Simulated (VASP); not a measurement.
# C: single point with BLYP+D4

The system is C.

```
C
1.0
     0.00000    1.75927    1.75927
     1.75927    0.00000    1.75927
     1.75927    1.75927    0.00000
C
2
Cartesian
  2.6389 2.6389 2.6389
  1.7593 1.7593 1.7593
```

```json
{"Program": "VASP 6.6.1", "Task": "single point", "Functional": "BLYP", "Dispersion": "D4", "Potentials or basis": "VASP PAW PBE potentials, release 64 (C)", "Cutoff": "520 eV", "k mesh": "13 × 13 × 13", "Occupations": "fermi-dirac, width 0.05 eV", "Spin": "no spin polarisation", "Dipole correction": "no", "Further INCAR settings": "ALGO = Normal; EDIFF = 1e-06; NBANDS = 11"}
```

```yaml
Pressure: 20.1 GPa
Band_gap_on_the_k_mesh: 4.57 eV, indirect (least direct gap 5.86 eV)
Dispersion_energy_per_atom: -0.431 eV
```

Levels at points of the mesh, in eV from the valence-band top:
```
           k point  band 1  band 2  band 3  band 4  band 5  band 6  band 7  band 8
(0.00, 0.00, 0.00)  -21.74    0.00    0.00    0.00    5.86    5.86    5.86   14.41
```

Run time: 12 s on 1 thread of AMD EPYC 9R45 96-Core Processor (Zen 5), with other jobs on the host, peak memory 0.09 GiB.

Caveat: the PAW data sets were made with another functional, which shifts forces and pressure a little. A k mesh can miss the band edges.
